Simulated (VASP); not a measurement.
Set up this calculation in VASP 6.6.1, as the native input.

```
Task                   : single point
Functional             : PBE
Potentials or basis    : VASP PAW PBE potentials, release 64 (Hf_pv, H)
Cutoff                 : 520 eV
k mesh                 : 4 × 4 × 4
Occupations            : gaussian, width 0.1 eV
Spin                   : no spin polarisation
Dipole correction      : no
Further INCAR settings : ALGO = Normal; EDIFF = 1e-07; NBANDS = 30
```

The structure of Hf3H8 lies in POSCAR:

```
Hf3H8
1.0
    4.6476920203      0.0000000000      0.0000000000
    0.0000000000      4.6476920203      0.0000000000
    0.0000000000      0.0000000000      4.6476920203
Hf H
3 8
Direct
    0.5000000000      0.0000000000      0.0000000000
    0.0000000000      0.5000000000      0.0000000000
    0.0000000000      0.0000000000      0.5000000000
    0.7445445303      0.7445445303      0.7445445303
    0.2554554697      0.2554554697      0.7445445303
    0.2554554697      0.7445445303      0.2554554697
    0.7445445303      0.2554554697      0.2554554697
    0.7445445303      0.7445445303      0.2554554697
    0.2554554697      0.2554554697      0.2554554697
    0.7445445303      0.2554554697      0.7445445303
    0.2554554697      0.7445445303      0.7445445303
```

The input as run:

INCAR

```
PREC = Accurate
ENCUT = 520
EDIFF = 1E-7
ISMEAR = 0
SIGMA = 0.1
LREAL = F
LASPH = T
NELM = 60
ALGO = Normal
ISIF = 2
LWAVE = F
LCHARG = F
GGA = PE
NBANDS = 30
```

KPOINTS

```
regular mesh
0
Gamma
  4 4 4
```

Potentials or basis: VASP PAW PBE potentials, release 64 (Hf_pv, H).

Launch:

```sh
$ cat potpaw_PBE.64/Hf_pv/POTCAR potpaw_PBE.64/H/POTCAR > POTCAR
$ mpirun -np 1 vasp_std > vasp.out
```

It gave:

The pressure is -0.5 GPa. The largest force is 0.012 eV/Å and the band gap on the k mesh is zero (band 19 reaches 3.68 eV, above the bottom of band 20 at 2.39 eV).

Caveat: spin-orbit coupling is left out, which moves the levels of the heavy elements.

It took 17 s on 1 thread of Intel(R) Xeon(R) 6975P-C (Granite Rapids) (shared host), peak memory 0.2 GiB.
